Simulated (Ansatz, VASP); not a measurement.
**Two plane-wave programs on SnO2**

POSCAR

```
SnO2
1.0
    1.6488088345      0.9519402245      4.8947457539
   -1.6488088345      0.9519402245      4.8947457539
    0.0000000000     -1.9038804490      4.8947457539
Sn O
1 2
Direct
    0.5000000000      0.5000000000      0.5000000000
    0.7628300000      0.7628300000      0.7628300000
    0.2371700000      0.2371700000      0.2371700000
```

The input INCAR.step1:

```
SYSTEM = SnO2
PREC = Accurate
ENCUT = 520
ISMEAR = -1
SIGMA = 0.05
LREAL = .False.
LASPH = .True.
NELM = 80
NBANDS = 20
GGA = PE
ALGO = Normal
EDIFF = 1E-4
LWAVE = .True.
LCHARG = .False.
```

INCAR.step2

```
SYSTEM = SnO2
PREC = Accurate
ENCUT = 520
EDIFF = 1E-6
ISMEAR = -1
SIGMA = 0.05
LREAL = .False.
LASPH = .True.
NELM = 80
ALGO = Normal
ISIF = 2
LWAVE = .False.
LCHARG = .True.
METAGGA = R2SCAN
LMIXTAU = .True.
LELF = .True.
LVHAR = .True.
NBANDS = 20
ISTART = 1
```

File KPOINTS:

```
Automatic mesh
0
Gamma
  10 10 10
  0 0 0
```

The input input.yaml:

```yaml
crystal:
  lattice:
    - [1.6488088345, 0.9519402245, 4.8947457539]
    - [-1.6488088345, 0.9519402245, 4.8947457539]
    - [0.0, -1.903880449, 4.8947457539]
  atoms:
    - { symbol: Sn, position: [0.5, 0.5, 0.5] }
    - { symbol: O, position: [0.76283, 0.76283, 0.76283] }
    - { symbol: O, position: [0.23717, 0.23717, 0.23717] }
hamiltonian:
  xc: r2scan
  pseudopotentials: { kind: paw }
kpoints:
  mp_grid: { grid: [10, 10, 10] }
scf:
  occupations: { method: fermi_dirac, width: 0.05 }
output:
  forces: true
  stress: true
  eigenvalues: true
  write_density: true
  write_potential: true
  elf: true
  volumetric_format: npy
```

Alike in both runs: task single point; functional r2SCAN; k mesh 10 × 10 × 10; occupations fermi-dirac, width 0.05 eV; no spin polarisation.

```csv
,VASP,Ansatz
version,VASP 6.6.1,Ansatz 0.2.0
potentials or method,"VASP PAW PBE potentials, release 64 (Sn_d, O)",Ansatz PAW
plane-wave cutoff (eV),520,500
valence electrons in the cell,26,26
```

Ansatz gave:

* gap on the k mesh at the Fermi level (eV): 2.05
* least direct gap on the mesh (eV): 2.12
* pressure (GPa): -14.0
* traceless stress, the component that is largest in VASP (GPa): 3.99
* rms of the force components (eV/Å): 0.554

Q: Which values does VASP return?

A: gap on the k mesh at the Fermi level (eV): 2.04; least direct gap on the mesh (eV): 2.11; pressure (GPa): -13.3; traceless stress, the component that is largest in VASP (GPa): 3.51; rms of the force components (eV/Å): 0.522.

VASP's potentials were made for PBE, not for r2SCAN. Atom by atom the forces differ by 0.032 eV/Å (rms over components).
